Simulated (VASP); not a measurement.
# Hf (Fm-3m) in VASP: further runs

Hf is run at these levels: PBE; tasks: single point.

Everything below comes from runs of VASP 6.6.1. Logs are shortened: lines on timing, memory, paths and dates and some standing lists are left out, and cuts for length are marked.

## (1) The cell of the first run

The structure is cubic, space group Fm-3m (No. 225). Conventional cell: a = 4.487 Å, b = 4.487 Å, c = 4.487 Å, α = 90.00°, β = 90.00°, γ = 90.00°. Within 4.2 Å of Hf (site symmetry m-3m) lie 12 Hf at 3.17 Å.

## (2) Single point, PBE

INCAR reads:

```
SYSTEM = Hf
PREC = Accurate
ENCUT = 520
EDIFF = 1E-6
ISMEAR = -1
SIGMA = 0.1
LREAL = .FALSE.
LASPH = .TRUE.
NELM = 100
ALGO = Normal
ISIF = 2
LWAVE = .FALSE.
LCHARG = .FALSE.
GGA = PE
NBANDS = 11
```

KPOINTS reads:

```
regular mesh
0
G
  15 15 15
  0 0 0
```

POSCAR reads:

```
Hf
1.0
    0.0000000000      2.2435627648      2.2435627648
    2.2435627648      0.0000000000      2.2435627648
    2.2435627648      2.2435627648      0.0000000000
Hf
1
Direct
    0.0000000000      0.0000000000      0.0000000000
```

Potentials or basis: VASP PAW PBE potentials, release 64 (Hf_pv).

On the command line:

```
$ cat potpaw_PBE.64/Hf_pv/POTCAR > POTCAR
$ mpirun -np 1 vasp_std > vasp.out
```

OUTCAR:

```text
SYSTEM = Hf
   PREC = Accurate
   ENCUT = 520
   EDIFF = 1E-6
   ISMEAR = -1
   LREAL = .FALSE.
   LASPH = .TRUE.
   NELM = 100
   ISIF = 2
   GGA = PE

 ion  position               nearest neighbor table
   1  0.000  0.000  0.000-

  LATTYP: Found a face centered cubic cell.
 ALAT       =     4.4871255296

  Lattice vectors:

 A1 = (   0.0000000000,   2.2435627648,   2.2435627648)
 A2 = (   2.2435627648,   0.0000000000,   2.2435627648)
 A3 = (   2.2435627648,   2.2435627648,   0.0000000000)

Analysis of symmetry for initial positions (statically):
=====================================================================
 Subroutine PRICEL returns:
 Original cell was already a primitive cell.

 Routine SETGRP: Setting up the symmetry group for a
 face centered cubic supercell.

 Subroutine GETGRP returns: Found 48 space group operations
 (whereof 48 operations were pure point group operations)
 out of a pool of 48 trial point group operations.

The static configuration has the point symmetry O_h .

Analysis of symmetry for dynamics (positions and initial velocities):
=====================================================================
 Subroutine PRICEL returns:
 Original cell was already a primitive cell.

 Routine SETGRP: Setting up the symmetry group for a
 face centered cubic supercell.

 Subroutine GETGRP returns: Found 48 space group operations
 (whereof 48 operations were pure point group operations)
 out of a pool of 48 trial point group operations.

The dynamic configuration has the point symmetry O_h .

 Subroutine INISYM returns: Found 48 space group operations
 (whereof 48 operations are pure point group operations),
 and found     1 'primitive' translations

----------------------------------------------------------------------------------------

                                     Primitive cell

  volume of cell :      22.5863

  direct lattice vectors                    reciprocal lattice vectors
     0.000000000  2.243562765  2.243562765    -0.222859823  0.222859823  0.222859823
     2.243562765  0.000000000  2.243562765     0.222859823 -0.222859823  0.222859823
     2.243562765  2.243562765  0.000000000     0.222859823  0.222859823 -0.222859823

  length of vectors
     3.172876890  3.172876890  3.172876890     0.386004536  0.386004536  0.386004536

  position of ions in fractional coordinates (direct lattice)
     0.000000000  0.000000000  0.000000000

  ion indices of the primitive-cell ions
   primitive index   ion index
                 1           1

----------------------------------------------------------------------------------------

 KPOINTS: regular mesh

Automatic generation of k-mesh.
 Grid dimensions read from file:
 generate k-points for:   15   15   15

 Generating k-lattice:

  Cartesian coordinates                     Fractional coordinates (reciprocal lattice)
    -0.014857322  0.014857322  0.014857322     0.066666667  0.000000000  0.000000000
     0.014857322 -0.014857322  0.014857322     0.000000000  0.066666667  0.000000000
     0.014857322  0.014857322 -0.014857322     0.000000000  0.000000000  0.066666667

  Length of vectors
     0.025733636  0.025733636  0.025733636

  Shift w.r.t. Gamma in fractional coordinates (k-lattice)
     0.000000000  0.000000000  0.000000000

 Subroutine IBZKPT returns following result:
 ===========================================

 Found    120 irreducible k-points:

 Following reciprocal coordinates:
            Coordinates               Weight
  0.000000  0.000000  0.000000      1.000000
  0.066667  0.000000  0.000000      8.000000
  0.133333  0.000000  0.000000      8.000000
  0.200000  0.000000  0.000000      8.000000
  0.266667  0.000000  0.000000      8.000000
  0.333333  0.000000  0.000000      8.000000
[... 16 lines left out ...]
  0.133333  0.133333  0.000000      6.000000
  0.200000  0.133333  0.000000     24.000000
 [... further k-points ...]
   k-points           NKPTS =    120   k-points in BZ     NKDIM =    120   number of bands    NBANDS=     11
   number of dos      NEDOS =    301   number of ions     NIONS =      1
   total plane-waves  NPLWV =  13824
   dimension x,y,z NGX =    24 NGY =   24 NGZ =   24
   dimension x,y,z NGXF=    48 NGYF=   48 NGZF=   48
   ions per type =               1
   NGX,Y,Z   is equivalent  to a cutoff of  12.58, 12.58, 12.58 a.u.
   NGXF,Y,Z  is equivalent  to a cutoff of  25.15, 25.15, 25.15 a.u.
 SYSTEM =  Hf
   PREC   = accura    normal or accurate (medium, high low for compatibility)
   ISTART =      0    job   : 0-new  1-cont  2-samecut
   ICHARG =      2    charge: 1-file 2-atom 10-const
   ISPIN  =      1    spin polarized calculation?
   LNONCOLLINEAR =      F non collinear calculations
   LSORBIT =      F    spin-orbit coupling
   LASPH  =      T    aspherical Exc in radial PAW
   ENCUT  =  520.0 eV  38.22 Ry    6.18 a.u.   5.90  5.90  5.90*2*pi/ulx,y,z
   NELM   =    100;   NELMIN=  2; NELMDL= -5     # of ELM steps
   EDIFF  = 0.1E-05   stopping-criterion for ELM
   LREAL  =      F    real-space projection
   EDIFFG = 0.1E-04   stopping-criterion for IOM
   NSW    =      0    number of steps for IOM
   IBRION =     -1    ionic relax: 0-MD 1-quasi-New 2-CG
   NFREE  =      0    steps in history (QN), initial steepest desc. (CG)
   ISIF   =      2    stress and relaxation
   ISYM   =      2    0-nonsym 1-usesym 2-fastsym
   POTIM  = 0.5000    time-step for ionic-motion
   TEBEG  =    0.0;   TEEND  =   0.0 temperature during run
   PSTRESS=    0.0 pullay stress
   NELECT =      10.0000    total number of electrons
   NUPDOWN=      -1.0000    fix difference up-down
   EMIN   =  10.00;   EMAX   =-10.00  energy-range for DOS
   EFERMI =   0.00;   METHOD = LEGACY
   ISMEAR =    -1;   SIGMA  =   0.10  broadening in eV -4-tet -1-fermi 0-gaus
   EFERMI_NEDOS =   21; number of points for ismear=-14 and -15
   IALGO  =     38    algorithm
   IMIX   =      4    mixing-type and parameters
     AMIX     =   0.40;   BMIX     =  1.00
     AMIX_MAG =   1.60;   BMIX_MAG =  1.00
  volume/ion in A,a.u.               =      22.59       152.42
  Fermi-wavevector in a.u.,A,eV,Ry     =   1.247747  2.357900 21.182545  1.556873
  Thomas-Fermi vector in A             =   2.381865
   LORBIT       =      0    0 simple, 1 ext, 2 COOP (PROOUT), +10 PAW based schemes
   GGA     = PE    functional components
   LHFCALC =     F    Hartree Fock is set to
   AEXX    =    0.0000 exact exchange contribution
   IVDW    =     0    specifies the selected vdW correction
   LEPSILON=     F    determine dielectric tensor
   LRPA    =     F    only Hartree local field effects (RPA)
 non-spin polarized calculation
  energy-cutoff  :      520.00
  volume of cell :       22.59
 maximum number of plane-waves:       620
   NGX = 11   NGY = 11   NGZ = 11

 number of electron      10.0000000 magnetization

 number of electron       9.9999999 magnetization

 Free energy of the ion-electron system (eV)
  ---------------------------------------------------
  ext. energy  EPLUGINS =         0.00000000
  ---------------------------------------------------
  free energy    TOTEN  =        -9.87802661 eV

  energy without entropy =       -9.82985676  energy(sigma->0) =       -9.85394168

 E-fermi :   4.6786     XC(G=0): -11.2424

 val. band max:        4.6694557530   @ k =  -0.3333   0.2667   0.0000
 cond. band min:       4.6817274693   @ k =  -0.3333   0.3333   0.1333
 fundamental gap:      0.0122717163
 Fermi energy:         4.6786307584

 k-point     1 :       0.0000    0.0000    0.0000
  band No.  band energies     occupation
      1     -25.3734      2.00000
      2     -25.3734      2.00000
      3     -25.3734      2.00000
      4      -2.5031      2.00000
      5       6.0747      0.00000
      6       6.0747      0.00000
      7       6.0747      0.00000
      8       8.8306      0.00000
      9       8.8306      0.00000
     10      15.9574      0.00000
     11      17.7102      0.00000

 k-point     2 :       0.0667    0.0000    0.0000
  band No.  band energies     occupation
      1     -25.4095      2.00000
      2     -25.3779      2.00000
      3     -25.3779      2.00000
      4      -2.3493      2.00000
      5       5.9166      0.00001
      6       6.1487      0.00000
      7       6.1487      0.00000
      8       8.7495      0.00000
      9       8.7495      0.00000
     10      16.3022      0.00000
     11      17.7095      0.00000

 k-point     3 :       0.1333    0.0000    0.0000
  band No.  band energies     occupation
      1     -25.5105      2.00000
      2     -25.3909      2.00000
      3     -25.3909      2.00000
      4      -1.9063      2.00000
      5       5.5258      0.00042
      6       6.3267      0.00000
      7       6.3267      0.00000
      8       8.5906      0.00000
      9       8.5906      0.00000
     10      17.1084      0.00000
     11      17.7057      0.00000

 k-point     4 :       0.2000    0.0000    0.0000
  band No.  band energies     occupation
      1     -25.6563      2.00000
      2     -25.4099      2.00000
      3     -25.4099      2.00000
      4      -1.2318      2.00000
      5       5.0763      0.03680
      6       6.4590      0.00000
      7       6.4590      0.00000
      8       8.5862      0.00000
      9       8.5862      0.00000
     10      16.7004      0.00000
     11      17.7120      0.00000

 k-point     5 :       0.2667    0.0000    0.0000
  band No.  band energies     occupation
      1     -25.8194      2.00000
      2     -25.4317      2.00000
      3     -25.4317      2.00000
      4      -0.4348      2.00000
      5       4.7386      0.70890
      6       6.3891      0.00000
      7       6.3891      0.00000
      8       8.9525      0.00000
      9       8.9525      0.00000
     10      15.7438      0.00000
     11      17.7097      0.00000
[... 211 lines left out ...]
 k-point    21 :      -0.1333    0.0667    0.0000
  band No.  band energies     occupation
      1     -25.5690      2.00000
      2     -25.4243      2.00000
      3     -25.3903      2.00000
      4      -1.5750      2.00000
      5       5.2667      0.00557
      6       6.3994      0.00000
      7       6.4848      0.00000
      8       8.1523      0.00000
      9       8.8861      0.00000
     10      17.5126      0.00000
     11      17.7142      0.00000

 k-point    22 :      -0.0667    0.0667    0.0000
  band No.  band energies     occupation
      1     -25.4597      2.00000
      2     -25.3986      2.00000
      3     -25.3796      2.00000
      4      -2.0987      2.00000
      5       5.6717      0.00010
      6       6.2627      0.00000
      7       6.2727      0.00000
      8       8.4526      0.00000
      9       8.8228      0.00000
     10      16.8361      0.00000
     11      17.7081      0.00000

 k-point    23 :       0.1333    0.1333    0.0000
  band No.  band energies     occupation
      1     -25.5071      2.00000
      2     -25.4209      2.00000
      3     -25.4209      2.00000
      4      -1.7066      2.00000
      5       5.2313      0.00792
      6       6.5527      0.00000
      7       6.5527      0.00000
      8       7.7447      0.00000
      9       9.1217      0.00000
     10      17.6774      0.00000
     11      17.7079      0.00000

 k-point    24 :       0.2000    0.1333    0.0000
  band No.  band energies     occupation
      1     -25.6020      2.00000
      2     -25.4451      2.00000
      3     -25.4387      2.00000
      4      -1.2013      2.00000
      5       4.8554      0.29164
      6       6.6650      0.00000
      7       6.7915      0.00000
      8       7.4718      0.00000
      9       9.2608      0.00000
     10      17.7046      0.00000
     11      18.3875      0.00000

 [... further k-points ...]

------------------------ aborting loop because EDIFF is reached ----------------------------------------

  FORCE on cell =-STRESS in cart. coord.  units (eV):
  Direction    XX          YY          ZZ          XY          YZ          ZX
  --------------------------------------------------------------------------------------
  -------------------------------------------------------------------------------------
  Total       -0.0610944     -0.0610944     -0.0610944     -0.0000000      0.0000000     -0.0000000
  in kB       -4.3337825     -4.3337825     -4.3337825     -0.0000000      0.0000000     -0.0000000
  external PRESSURE =      -4.3337825 kB  Pullay stress =       0.0000000 kB

 VOLUME and BASIS-vectors are now :
 -----------------------------------------------------------------------------
  energy-cutoff  :      520.00
  volume of cell :       22.59
      direct lattice vectors                 reciprocal lattice vectors
     0.000000000  2.243562765  2.243562765    -0.222859823  0.222859823  0.222859823
     2.243562765  0.000000000  2.243562765     0.222859823 -0.222859823  0.222859823
     2.243562765  2.243562765  0.000000000     0.222859823  0.222859823 -0.222859823

 POSITION                                       TOTAL-FORCE (eV/Angst)
 -----------------------------------------------------------------------------------
      0.00000      0.00000      0.00000         0.000000     -0.000000      0.000000
 -----------------------------------------------------------------------------------
    total drift:                                0.000000     -0.000000     -0.000000

  FREE ENERGIE OF THE ION-ELECTRON SYSTEM (eV)
  ---------------------------------------------------
  free  energy   TOTEN  =        -9.8780266080 eV

  energy  without entropy=       -9.8298567593  energy(sigma->0) =       -9.85394168
```

Run time: 13 s. Hardware: 1 thread of Intel Xeon 6975P-C, shared host; peak memory 0.16 GiB.

What came out:

* Free energy: -9.8780 eV
* Pressure: -0.4 GPa
* Band gap on the k mesh: zero (band 5 reaches 6.07 eV, above the bottom of band 6 at 4.28 eV)

Caveat: spin-orbit coupling is left out, which moves the levels of the heavy elements.

## (3) Single point, PBE

This run uses another cell than the first one, of 22.98 Å³/atom, 1.017 times its volume.

INCAR reads:

```
ALGO     = Normal         # electronic algorithm
EDIFF    = 1E-6           # SCF threshold, eV
ENCUT    = 520            # plane-wave cutoff, eV
GGA      = PE             # functional
ISIF     = 2              # what is computed and relaxed
ISMEAR   = -1             # smearing method
LASPH    = T              # aspherical terms in the spheres
LCHARG   = F              # write CHGCAR
LREAL    = F              # projectors in reciprocal space
LWAVE    = F              # write WAVECAR
NBANDS   = 11             # bands
NELM     = 100            # most SCF steps
PREC     = Accurate       # precision mode
SIGMA    = 0.1            # smearing width, eV
```

KPOINTS reads:

```
k-points
0
Gamma
  15 15 15
```

POSCAR reads:

```
Hf
1.0
    0.0000000000      2.2564524512      2.2564524512
    2.2564524512      0.0000000000      2.2564524512
    2.2564524512      2.2564524512      0.0000000000
Hf
1
Direct
    0.0000000000      0.0000000000      0.0000000000
```

Potentials or basis: VASP PAW PBE potentials, release 64 (Hf_pv).

On the command line:

```
$ cat potpaw_PBE.64/Hf_pv/POTCAR > POTCAR
$ mpirun -np 1 vasp_std > vasp.out
```

OUTCAR:

```text
EDIFF = 1E-6
   ENCUT = 520
   GGA = PE
   ISIF = 2
   ISMEAR = -1
   LASPH = T
   LREAL = F
   NELM = 100
   PREC = Accurate

 ion  position               nearest neighbor table
   1  0.000  0.000  0.000-

  LATTYP: Found a face centered cubic cell.
 ALAT       =     4.5129049024

  Lattice vectors:

 A1 = (   0.0000000000,   2.2564524512,   2.2564524512)
 A2 = (   2.2564524512,   0.0000000000,   2.2564524512)
 A3 = (   2.2564524512,   2.2564524512,   0.0000000000)

Analysis of symmetry for initial positions (statically):
=====================================================================
 Subroutine PRICEL returns:
 Original cell was already a primitive cell.

 Routine SETGRP: Setting up the symmetry group for a
 face centered cubic supercell.

 Subroutine GETGRP returns: Found 48 space group operations
 (whereof 48 operations were pure point group operations)
 out of a pool of 48 trial point group operations.

The static configuration has the point symmetry O_h .

Analysis of symmetry for dynamics (positions and initial velocities):
[... 167 lines left out ...]
      1     -25.5549      2.00000
      2     -25.5549      2.00000
      3     -25.5549      2.00000
      4      -2.5615      2.00000
      5       5.9481      0.00000
      6       5.9481      0.00000
      7       5.9481      0.00000
      8       8.6433      0.00000
      9       8.6433      0.00000
     10      15.7826      0.00000
     11      17.5308      0.00000
[... 309 lines left out ...]
 k-point    24 :       0.2000    0.1333    0.0000
  band No.  band energies     occupation
      1     -25.7700      2.00000
      2     -25.6226      2.00000
      3     -25.6166      2.00000
      4      -1.2834      2.00000
      5       4.7552      0.25057
      6       6.5266      0.00000
      7       6.6485      0.00000
      8       7.3188      0.00000
      9       9.0644      0.00000
     10      17.5249      0.00000
     11      18.1550      0.00000

 [... further k-points ...]

------------------------ aborting loop because EDIFF is reached ----------------------------------------

  FORCE on cell =-STRESS in cart. coord.  units (eV):
  Direction    XX          YY          ZZ          XY          YZ          ZX
  --------------------------------------------------------------------------------------
  -------------------------------------------------------------------------------------
  Total       -0.3052039     -0.3052039     -0.3052039      0.0000000      0.0000000      0.0000000
  in kB      -21.2810008    -21.2810008    -21.2810008      0.0000000      0.0000000      0.0000000
  external PRESSURE =     -21.2810008 kB  Pullay stress =       0.0000000 kB

 VOLUME and BASIS-vectors are now :
 -----------------------------------------------------------------------------
  energy-cutoff  :      520.00
  volume of cell :       22.98
      direct lattice vectors                 reciprocal lattice vectors
     0.000000000  2.256452451  2.256452451    -0.221586765  0.221586765  0.221586765
     2.256452451  0.000000000  2.256452451     0.221586765 -0.221586765  0.221586765
     2.256452451  2.256452451  0.000000000     0.221586765  0.221586765 -0.221586765

 POSITION                                       TOTAL-FORCE (eV/Angst)
 -----------------------------------------------------------------------------------
      0.00000      0.00000      0.00000         0.000000      0.000000      0.000000
 -----------------------------------------------------------------------------------
    total drift:                               -0.000000      0.000000      0.000000

  FREE ENERGIE OF THE ION-ELECTRON SYSTEM (eV)
  ---------------------------------------------------
  free  energy   TOTEN  =        -9.8749100198 eV

  energy  without entropy=       -9.8258514699  energy(sigma->0) =       -9.85038074
```

OSZICAR:

```text
N       E                     dE             d eps       ncg     rms          rms(c)
DAV:   1     0.130695473562E+02    0.13070E+02   -0.56888E+03  2648   0.837E+02
DAV:   2    -0.973369181355E+01   -0.22803E+02   -0.22027E+02  3327   0.154E+02
DAV:   3    -0.102264191449E+02   -0.49273E+00   -0.48446E+00  3316   0.155E+01
DAV:   4    -0.102283733525E+02   -0.19542E-02   -0.19538E-02  3060   0.119E+00
DAV:   5    -0.102283845819E+02   -0.11229E-04   -0.11229E-04  3325   0.797E-02    0.451E+01
DAV:   6    -0.996582291552E+01    0.26256E+00   -0.22175E-01  2946   0.353E+00    0.268E+01
DAV:   7    -0.987967571026E+01    0.86147E-01   -0.34226E-01  3072   0.424E+00    0.127E+00
DAV:   8    -0.987487406394E+01    0.48016E-02   -0.25908E-02  2955   0.115E+00    0.169E-01
DAV:   9    -0.987490944417E+01   -0.35380E-04   -0.45235E-04  3202   0.172E-01    0.519E-02
DAV:  10    -0.987491055830E+01   -0.11141E-05   -0.33928E-05  3063   0.448E-02    0.466E-02
DAV:  11    -0.987491001979E+01    0.53851E-06   -0.44647E-06  3111   0.158E-02
   1 F= -.98749100E+01 E0= -.98503807E+01  d E =-.490585E-01
```

stdout:

```text
POSCAR found type information on POSCAR Hf
 POSCAR found :  1 types and       1 ions
 scaLAPACK will be used
 LDA part: xc-table for (Slater+PW92), standard interpolation
 POSCAR, INCAR and KPOINTS ok, starting setup
 FFT: planning ... GRIDC
 FFT: planning ... GRID_SOFT
 FFT: planning ... GRID
 WAVECAR not read
 entering main loop
```

Wall time 13 s (1 thread of Intel Xeon 6975P-C, shared host); peak memory 0.16 GiB.

What came out:

| Item | Value |
| --- | --- |
| Free energy | -9.8749 eV |
| Pressure | -2.1 GPa |
| Band gap on the k mesh | zero (band 5 reaches 5.95 eV, above the bottom of band 6 at 4.17 eV) |

Caveat: spin-orbit coupling is left out, which moves the levels of the heavy elements.
